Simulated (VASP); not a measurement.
# RbSr (Fm-3m) in VASP: notebook, part 2 of 2

VASP 6.6.1. The steps go on from the part before.

## 3. Single point, PBE

This run uses another cell than the first one, of 75.04 Å³/atom.

INCAR reads:

```
  PREC = Accurate
  ENCUT = 520
  EDIFF = 1E-7
  ISMEAR = 0
  SIGMA = 0.1
  LREAL = False
  LASPH = True
  NELM = 60
  ALGO = Normal
  ISIF = 2
  LWAVE = False
  LCHARG = False
  GGA = PE
  NBANDS = 16
```

KPOINTS reads:

```
regular mesh
0
Gamma
  4 4 4
```

POSCAR reads:

```
RbSr
1.0
    0.0000000000      4.2178666794      4.2178666794
    4.2178666794      0.0000000000      4.2178666794
    4.2178666794      4.2178666794      0.0000000000
Rb Sr
1 1
Direct
    0.0000000000      0.0000000000      0.0000000000
    0.5000000000      0.5000000000      0.5000000000
```

Potentials or basis: VASP PAW PBE potentials, release 64 (Rb_sv, Sr_sv).

Launch:

```
$ cat potpaw_PBE.64/Rb_sv/POTCAR potpaw_PBE.64/Sr_sv/POTCAR > POTCAR
$ mpirun -np 1 vasp_std > vasp.out
```

OUTCAR:

```text
PREC = Accurate
   ENCUT = 520
   EDIFF = 1E-7
   ISMEAR = 0
   LREAL = False
   LASPH = True
   NELM = 60
   ISIF = 2
   GGA = PE

 ion  position               nearest neighbor table
   1  0.000  0.000  0.000-   2 4.22   2 4.22   2 4.22   2 4.22   2 4.22   2 4.22
   2  0.500  0.500  0.500-   1 4.22   1 4.22   1 4.22   1 4.22   1 4.22   1 4.22

  LATTYP: Found a face centered cubic cell.
 ALAT       =     8.4357333588

  Lattice vectors:

 A1 = (   0.0000000000,   4.2178666794,   4.2178666794)
 A2 = (   4.2178666794,   0.0000000000,   4.2178666794)
 A3 = (   4.2178666794,   4.2178666794,   0.0000000000)

Analysis of symmetry for initial positions (statically):
=====================================================================
 Subroutine PRICEL returns:
 Original cell was already a primitive cell.

 Routine SETGRP: Setting up the symmetry group for a
 face centered cubic supercell.

 Subroutine GETGRP returns: Found 48 space group operations
 (whereof 48 operations were pure point group operations)
 out of a pool of 48 trial point group operations.

The static configuration has the point symmetry O_h .

Analysis of symmetry for dynamics (positions and initial velocities):
=====================================================================
 Subroutine PRICEL returns:
 Original cell was already a primitive cell.

 Routine SETGRP: Setting up the symmetry group for a
 face centered cubic supercell.

 Subroutine GETGRP returns: Found 48 space group operations
 (whereof 48 operations were pure point group operations)
 out of a pool of 48 trial point group operations.

The dynamic configuration has the point symmetry O_h .

 Subroutine INISYM returns: Found 48 space group operations
 (whereof 48 operations are pure point group operations),
 and found     1 'primitive' translations

----------------------------------------------------------------------------------------

                                     Primitive cell

  volume of cell :     150.0751

  direct lattice vectors                    reciprocal lattice vectors
     0.000000000  4.217866679  4.217866679    -0.118543339  0.118543339  0.118543339
     4.217866679  0.000000000  4.217866679     0.118543339 -0.118543339  0.118543339
     4.217866679  4.217866679  0.000000000     0.118543339  0.118543339 -0.118543339

  length of vectors
     5.964964262  5.964964262  5.964964262     0.205323086  0.205323086  0.205323086

  position of ions in fractional coordinates (direct lattice)
     0.000000000  0.000000000  0.000000000
     0.500000000  0.500000000  0.500000000

  ion indices of the primitive-cell ions
   primitive index   ion index
                 1           1
                 2           2

----------------------------------------------------------------------------------------

 KPOINTS: regular mesh

Automatic generation of k-mesh.
 Grid dimensions read from file:
 generate k-points for:    4    4    4

 Generating k-lattice:

  Cartesian coordinates                     Fractional coordinates (reciprocal lattice)
    -0.029635835  0.029635835  0.029635835     0.250000000  0.000000000  0.000000000
     0.029635835 -0.029635835  0.029635835     0.000000000  0.250000000  0.000000000
     0.029635835  0.029635835 -0.029635835     0.000000000  0.000000000  0.250000000

  Length of vectors
     0.051330772  0.051330772  0.051330772

  Shift w.r.t. Gamma in fractional coordinates (k-lattice)
     0.000000000  0.000000000  0.000000000

 Subroutine IBZKPT returns following result:
 ===========================================

 Found      8 irreducible k-points:

 Following reciprocal coordinates:
            Coordinates               Weight
  0.000000  0.000000  0.000000      1.000000
  0.250000  0.000000  0.000000      8.000000
  0.500000  0.000000  0.000000      4.000000
  0.250000  0.250000  0.000000      6.000000
  0.500000  0.250000  0.000000     24.000000
 -0.250000  0.250000  0.000000     12.000000
  0.500000  0.500000  0.000000      3.000000
 -0.250000  0.500000  0.250000      6.000000
   k-points           NKPTS =      8   k-points in BZ     NKDIM =      8   number of bands    NBANDS=     16
   number of dos      NEDOS =    301   number of ions     NIONS =      2
   total plane-waves  NPLWV = 110592
   dimension x,y,z NGX =    48 NGY =   48 NGZ =   48
   dimension x,y,z NGXF=    96 NGYF=   96 NGZF=   96
   ions per type =               1   1
   NGX,Y,Z   is equivalent  to a cutoff of  13.38, 13.38, 13.38 a.u.
   NGXF,Y,Z  is equivalent  to a cutoff of  26.76, 26.76, 26.76 a.u.
 SYSTEM =  unknown system
   PREC   = accura    normal or accurate (medium, high low for compatibility)
   ISTART =      0    job   : 0-new  1-cont  2-samecut
   ICHARG =      2    charge: 1-file 2-atom 10-const
   ISPIN  =      1    spin polarized calculation?
   LNONCOLLINEAR =      F non collinear calculations
   LSORBIT =      F    spin-orbit coupling
   LASPH  =      T    aspherical Exc in radial PAW
   ENCUT  =  520.0 eV  38.22 Ry    6.18 a.u.  11.09 11.09 11.09*2*pi/ulx,y,z
   NELM   =     60;   NELMIN=  2; NELMDL= -5     # of ELM steps
   EDIFF  = 0.1E-06   stopping-criterion for ELM
   LREAL  =      F    real-space projection
   EDIFFG = 0.1E-05   stopping-criterion for IOM
   NSW    =      0    number of steps for IOM
   IBRION =     -1    ionic relax: 0-MD 1-quasi-New 2-CG
   NFREE  =      0    steps in history (QN), initial steepest desc. (CG)
   ISIF   =      2    stress and relaxation
   ISYM   =      2    0-nonsym 1-usesym 2-fastsym
   POTIM  = 0.5000    time-step for ionic-motion
   TEBEG  =    0.0;   TEEND  =   0.0 temperature during run
   PSTRESS=    0.0 pullay stress
   NELECT =      19.0000    total number of electrons
   NUPDOWN=      -1.0000    fix difference up-down
   EMIN   =  10.00;   EMAX   =-10.00  energy-range for DOS
   EFERMI =   0.00;   METHOD = LEGACY
   ISMEAR =     0;   SIGMA  =   0.10  broadening in eV -4-tet -1-fermi 0-gaus
   EFERMI_NEDOS =   21; number of points for ismear=-14 and -15
   IALGO  =     38    algorithm
   IMIX   =      4    mixing-type and parameters
     AMIX     =   0.40;   BMIX     =  1.00
     AMIX_MAG =   1.60;   BMIX_MAG =  1.00
  volume/ion in A,a.u.               =      75.04       506.38
  Fermi-wavevector in a.u.,A,eV,Ry     =   0.822034  1.553419  9.194002  0.675740
  Thomas-Fermi vector in A             =   1.933298
   LORBIT       =      0    0 simple, 1 ext, 2 COOP (PROOUT), +10 PAW based schemes
   GGA     = PE    functional components
   LHFCALC =     F    Hartree Fock is set to
   AEXX    =    0.0000 exact exchange contribution
   IVDW    =     0    specifies the selected vdW correction
   LEPSILON=     F    determine dielectric tensor
   LRPA    =     F    only Hartree local field effects (RPA)
 non-spin polarized calculation
 Gauss-broadening in eV      SIGMA  =   0.10
  energy-cutoff  :      520.00
  volume of cell :      150.08
 maximum number of plane-waves:      4088
 NGX is ok and might be reduce to    48

 number of electron      19.0000000 magnetization

 Free energy of the ion-electron system (eV)
  ---------------------------------------------------
  ext. energy  EPLUGINS =         0.00000000
  ---------------------------------------------------
  free energy    TOTEN  =        -1.67310515 eV

  energy without entropy =       -1.65720932  energy(sigma->0) =       -1.66515724

 E-fermi :   0.5140     XC(G=0):  -6.2176

 val. band max:        0.3749106872   @ k =   0.5000   0.2500   0.0000
 cond. band min:       0.5253731317   @ k =   0.5000   0.5000   0.0000
 fundamental gap:      0.1504624445
 Fermi energy:         0.5139505933

 k-point     1 :       0.0000    0.0000    0.0000
  band No.  band energies     occupation
      1     -37.2363      2.00000
      2     -28.0019      2.00000
      3     -19.1780      2.00000
      4     -19.1780      2.00000
      5     -19.1780      2.00000
      6     -12.1108      2.00000
[... 8 lines left out ...]
     15       4.5342      0.00000
     16       4.6933      0.00000
[... 115 lines left out ...]
 k-point     8 :      -0.2500    0.5000    0.2500
  band No.  band energies     occupation
      1     -37.2362      2.00000
      2     -28.0015      2.00000
      3     -19.1804      2.00000
      4     -19.1804      2.00000
      5     -19.1790      2.00000
      6     -12.1225      2.00000
[... 8 lines left out ...]
     15       2.7288      0.00000
     16       2.7288      0.00000

------------------------ aborting loop because EDIFF is reached ----------------------------------------

  FORCE on cell =-STRESS in cart. coord.  units (eV):
  Direction    XX          YY          ZZ          XY          YZ          ZX
  --------------------------------------------------------------------------------------
  -------------------------------------------------------------------------------------
  Total        0.1756436      0.1756436      0.1756436      0.0000000     -0.0000000      0.0000000
  in kB        1.8751429      1.8751429      1.8751429      0.0000000     -0.0000000      0.0000000
  external PRESSURE =       1.8751429 kB  Pullay stress =       0.0000000 kB

 VOLUME and BASIS-vectors are now :
 -----------------------------------------------------------------------------
  energy-cutoff  :      520.00
  volume of cell :      150.08
      direct lattice vectors                 reciprocal lattice vectors
     0.000000000  4.217866679  4.217866679    -0.118543339  0.118543339  0.118543339
     4.217866679  0.000000000  4.217866679     0.118543339 -0.118543339  0.118543339
     4.217866679  4.217866679  0.000000000     0.118543339  0.118543339 -0.118543339

 POSITION                                       TOTAL-FORCE (eV/Angst)
 -----------------------------------------------------------------------------------
      0.00000      0.00000      0.00000        -0.000000      0.000000      0.000000
      4.21787      4.21787      4.21787         0.000000     -0.000000     -0.000000
 -----------------------------------------------------------------------------------
    total drift:                               -0.000000     -0.000000     -0.000000

  FREE ENERGIE OF THE ION-ELECTRON SYSTEM (eV)
  ---------------------------------------------------
  free  energy   TOTEN  =        -1.6731051503 eV

  energy  without entropy=       -1.6572093243  energy(sigma->0) =       -1.66515724
```

Run time: 60 s. Hardware: 1 thread of Intel Xeon 8259CL, shared host; peak memory 0.32 GiB.

What came out:

```
Free energy            : -1.6731 eV
Pressure               : 0.2 GPa
Band gap on the k mesh : zero (an odd number of electrons rules out a gap without spin polarisation)
```

## 4. Single point, PBE

This run uses another cell than the first one: it holds 8 atoms, not 2.

INCAR reads:

```
SYSTEM = RbSr
PREC = Accurate ; ENCUT = 520
EDIFF = 1E-6 ; ISMEAR = 0
SIGMA = 0.2 ; LREAL = .False.
LASPH = .True. ; NELM = 100
ALGO = Fast ; ISIF = 2
LWAVE = .False. ; LCHARG = .False.
GGA = PE ; NBANDS = 48
```

KPOINTS reads:

```
Automatic mesh
0
Gamma
  4 2 2
  0 0 0
```

POSCAR reads:

```
RbSr
1.0
    0.0000000000      4.3090408819      4.3090408819
    8.6180817638      4.3090408819     -4.3090408819
   -8.6180817638      4.3090408819     -4.3090408819
Rb Sr
4 4
Direct
    0.0000000000      0.0000000000      0.0000000000
    0.5000000000      0.5000000000      0.0000000000
    0.5000000000      1.0000000000      0.5000000000
    0.0000000000      0.5000000000      0.5000000000
    0.0000000000      0.2500000000      0.7500000000
    0.5000000000      0.7500000000      0.7500000000
    0.5000000000      0.2500000000      0.2500000000
    0.0000000000      0.7500000000      0.2500000000
```

Potentials or basis: VASP PAW PBE potentials, release 64 (Rb_sv, Sr_sv).

Launch:

```
$ cat potpaw_PBE.64/Rb_sv/POTCAR potpaw_PBE.64/Sr_sv/POTCAR > POTCAR
$ mpirun -np 1 vasp_std > vasp.out
```

OUTCAR:

```text
SYSTEM = RbSr
   PREC = Accurate
   ENCUT = 520
   EDIFF = 1E-6
   ISMEAR = 0
   LREAL = .False.
   LASPH = .True.
   NELM = 100
   ISIF = 2
   GGA = PE

 ion  position               nearest neighbor table
   1  0.000  0.000  0.000-   5 4.31   6 4.31   7 4.31   8 4.31   6 4.31   7 4.31
   2  0.500  0.500  0.000-   5 4.31   6 4.31   7 4.31   8 4.31   5 4.31   8 4.31
   3  0.500  0.000  0.500-   5 4.31   6 4.31   7 4.31   8 4.31   5 4.31   8 4.31
   4  0.000  0.500  0.500-   5 4.31   6 4.31   7 4.31   8 4.31   6 4.31   7 4.31
   5  0.000  0.250  0.750-   1 4.31   2 4.31   3 4.31   4 4.31   2 4.31   3 4.31
   6  0.500  0.750  0.750-   1 4.31   2 4.31   3 4.31   4 4.31   1 4.31   4 4.31
   7  0.500  0.250  0.250-   1 4.31   2 4.31   3 4.31   4 4.31   1 4.31   4 4.31
   8  0.000  0.750  0.250-   1 4.31   2 4.31   3 4.31   4 4.31   2 4.31   3 4.31

  LATTYP: Found a base centered orthorhombic cell.
 ALAT       =    12.1878081120
 B/A-ratio  =     1.4142135624
 C/A-ratio  =     0.5000000000

  Lattice vectors:

 A1 = (   8.6180817638,   4.3090408819,  -4.3090408819)
 A2 = (  -8.6180817638,   4.3090408819,  -4.3090408819)
 A3 = (   0.0000000000,   4.3090408819,   4.3090408819)

Analysis of symmetry for initial positions (statically):
=====================================================================
 Subroutine PRICEL returns following result:

  LATTYP: Found a face centered cubic cell.
 ALAT       =     8.6180817638

  Lattice vectors:

 A1 = (   4.3090408819,   0.0000000000,  -4.3090408819)
 A2 = (   0.0000000000,   4.3090408819,  -4.3090408819)
 A3 = (   4.3090408819,   4.3090408819,   0.0000000000)

   4 primitive cells build up your supercell.

 Routine SETGRP: Setting up the symmetry group for a
 base centered orthorhombic supercell.

 Subroutine GETGRP returns: Found  8 space group operations
 (whereof  8 operations were pure point group operations)
 out of a pool of  8 trial point group operations.

[... 131 lines left out ...]
  Thomas-Fermi vector in A             =   1.912736
   LORBIT       =      0    0 simple, 1 ext, 2 COOP (PROOUT), +10 PAW based schemes
   GGA     = PE    functional components
   LHFCALC =     F    Hartree Fock is set to
   AEXX    =    0.0000 exact exchange contribution
   IVDW    =     0    specifies the selected vdW correction
   LEPSILON=     F    determine dielectric tensor
   LRPA    =     F    only Hartree local field effects (RPA)
 non-spin polarized calculation
 RMM-DIIS sequential band-by-band and
 Gauss-broadening in eV      SIGMA  =   0.20
  energy-cutoff  :      520.00
  volume of cell :      640.08
 maximum number of plane-waves:     17318
 NGX is ok and might be reduce to    48

 number of electron      76.0000001 magnetization

 Free energy of the ion-electron system (eV)
  ---------------------------------------------------
  ext. energy  EPLUGINS =         0.00000000
  ---------------------------------------------------
  free energy    TOTEN  =        -6.86028856 eV

  energy without entropy =       -6.57904637  energy(sigma->0) =       -6.71966747

 E-fermi :   0.3713     XC(G=0):  -6.0473

 val. band max:        0.3397996202   @ k =   0.0000   0.0000   0.0000
 cond. band min:       0.3953737347   @ k =   0.2500   0.0000   0.0000
 fundamental gap:      0.0555741144
 Fermi energy:         0.3712596809

 k-point     1 :       0.0000    0.0000    0.0000
  band No.  band energies     occupation
      1     -37.4932      2.00000
      2     -37.4932      2.00000
      3     -37.4932      2.00000
      4     -37.4932      2.00000
      5     -28.1767      2.00000
      6     -28.1766      2.00000
[... 448 lines left out ...]
     47       1.6382      0.00000
     48       1.7083      0.00000

------------------------ aborting loop because EDIFF is reached ----------------------------------------

  FORCE on cell =-STRESS in cart. coord.  units (eV):
  Direction    XX          YY          ZZ          XY          YZ          ZX
  --------------------------------------------------------------------------------------
  -------------------------------------------------------------------------------------
  Total       -0.0866475      0.1506822      0.1506822      0.0000000     -0.0681125      0.0000000
  in kB       -0.2168877      0.3771731      0.3771731      0.0000000     -0.1704926      0.0000000
  external PRESSURE =       0.1791528 kB  Pullay stress =       0.0000000 kB

 VOLUME and BASIS-vectors are now :
 -----------------------------------------------------------------------------
  energy-cutoff  :      520.00
  volume of cell :      640.08
      direct lattice vectors                 reciprocal lattice vectors
     0.000000000  4.309040882  4.309040882     0.000000000  0.116035102  0.116035102
     8.618081764  4.309040882 -4.309040882     0.058017551  0.058017551 -0.058017551
    -8.618081764  4.309040882 -4.309040882    -0.058017551  0.058017551 -0.058017551

 POSITION                                       TOTAL-FORCE (eV/Angst)
 -----------------------------------------------------------------------------------
      0.00000      0.00000      0.00000        -0.000000     -0.000000     -0.000000
      4.30904      4.30904      0.00000         0.000000      0.000000     -0.000000
     -4.30904      4.30904      0.00000         0.000000      0.000000     -0.000000
      0.00000      4.30904     -4.30904        -0.000000      0.000000     -0.000000
     -4.30904      4.30904     -4.30904        -0.000000      0.000000      0.000000
      0.00000      8.61808     -4.30904        -0.000000     -0.000000     -0.000000
      0.00000      4.30904      0.00000         0.000000      0.000000      0.000000
      4.30904      4.30904     -4.30904        -0.000000     -0.000000      0.000000
 -----------------------------------------------------------------------------------
    total drift:                               -0.000000     -0.000000      0.000000

  FREE ENERGIE OF THE ION-ELECTRON SYSTEM (eV)
  ---------------------------------------------------
  free  energy   TOTEN  =        -6.8602885631 eV

  energy  without entropy=       -6.5790463706  energy(sigma->0) =       -6.71966747
```

stdout:

```text
POSCAR found type information on POSCAR RbSr
 POSCAR found :  2 types and       8 ions
 scaLAPACK will be used
 LDA part: xc-table for (Slater+PW92), standard interpolation
 POSCAR, INCAR and KPOINTS ok, starting setup
 FFT: planning ... GRIDC
 FFT: planning ... GRID_SOFT
 FFT: planning ... GRID
 WAVECAR not read
 entering main loop
WARNING in EDDRMM: call to ZHEGV failed, returncode =   8  4     26
WARNING in EDDRMM: call to ZHEGV failed, returncode =   6  3     28
WARNING in EDDRMM: call to ZHEGV failed, returncode =   6  3     28
WARNING in EDDRMM: call to ZHEGV failed, returncode =   6  3     26
WARNING in EDDRMM: call to ZHEGV failed, returncode =   6  3     43
WARNING in EDDRMM: call to ZHEGV failed, returncode =   6  3     39
WARNING in EDDRMM: call to ZHEGV failed, returncode =   6  3     35
```

Run time: 44 min. Hardware: 1 thread of Intel Xeon 8259CL, shared host; peak memory 0.8 GiB.

Results:

```
Free energy            : -6.8603 eV
Pressure               : 0.0 GPa
Band gap on the k mesh : zero (bands 38 and 39 overlap by 0.41 eV)
```

## 5. Overview

| cell | k mesh | smearing | gap on the mesh (eV) | pressure (GPa) |
| --- | --- | --- | --- | --- |
| a = 4.986 Å, angles 60.0°, 2 atoms, atomic positions A | 4 × 4 × 4 | gaussian 0.1 eV | none | 4.8 |
| a = 5.965 Å, angles 60.0°, 2 atoms, atomic positions A | 4 × 4 × 4 | gaussian 0.1 eV | none | 0.2 |
| a = 6.094, b = 10.555, c = 10.555 Å, angles 109.5, 90.0, 90.0°, 8 atoms, atomic positions B | 4 × 2 × 2 | gaussian 0.2 eV | none | 0.0 |

Alike in all rows: task single point; level PBE; potentials or basis VASP PAW PBE potentials, release 64 (Rb_sv, Sr_sv); no spin polarisation; cutoff (eV) 520.

Caveats: some runs use coarse meshes.

Total energies depend on the potentials used, so only differences within one code and one set of settings carry meaning.

The gap in the log of VASP goes by the Fermi energy; the results here count the filled bands.